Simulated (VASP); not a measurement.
Wanted: the native input for a VASP 6.6.1 run.

| Quantity | Value |
| --- | --- |
| Task | single point |
| Functional | PBEsol |
| Potentials or basis | VASP PAW PBE potentials, release 64 (Al, Cu) |
| Cutoff | 520 eV |
| k mesh | 16 × 16 × 16 |
| Occupations | gaussian, width 0.15 eV |
| Spin | no spin polarisation |
| Dipole correction | no |
| Further INCAR settings | ALGO = Fast; EDIFF = 1e-07; NBANDS = 14 |

The structure of AlCu lies in POSCAR:

```
AlCu
1.0
    2.9975090000      0.0374688625      0.0000000000
    0.0374688625      2.9975090000      0.0000000000
    0.0000000000      0.0000000000      2.9975090000
Al Cu
1 1
Direct
    0.0000000000      0.0000000000      0.0000000000
    0.5000000000      0.5000000000      0.5000000000
```

This cell differs from its parent crystal: strain +0.0250 x Voigt [0, 0, 0, 0, 0, 1].

These files were run (other wordings do the same):

INCAR

```
  ALGO = Fast
  EDIFF = 1E-7
  ENCUT = 520
  GGA = PS
  ISIF = 2
  ISMEAR = 0
  LASPH = True
  LCHARG = False
  LREAL = False
  LWAVE = False
  NBANDS = 14
  NELM = 80
  PREC = Accurate
  SIGMA = 0.15
```

KPOINTS

```
k-points
0
Gamma
  16 16 16
```

Potentials or basis: VASP PAW PBE potentials, release 64 (Al, Cu).

Run with:

```console
$ cat potpaw_PBE.64/Al/POTCAR potpaw_PBE.64/Cu/POTCAR > POTCAR
$ mpirun -np 1 vasp_std > vasp.out
```

Results of the run:

```
Pressure               : -4.3 GPa
Band gap on the k mesh : zero (band 7 reaches 12.70 eV, above the bottom of band 8 at 8.07 eV)
```

Caveat: the cell differs from its parent crystal (strain +0.0250 x Voigt [0, 0, 0, 0, 0, 1]); the PAW data sets were made with another functional, which shifts forces and pressure a little.

Wall time 4.3 min on 1 thread of Intel(R) Xeon(R) Platinum 8488C (Sapphire Rapids), on a shared host, peak memory 0.35 GiB.
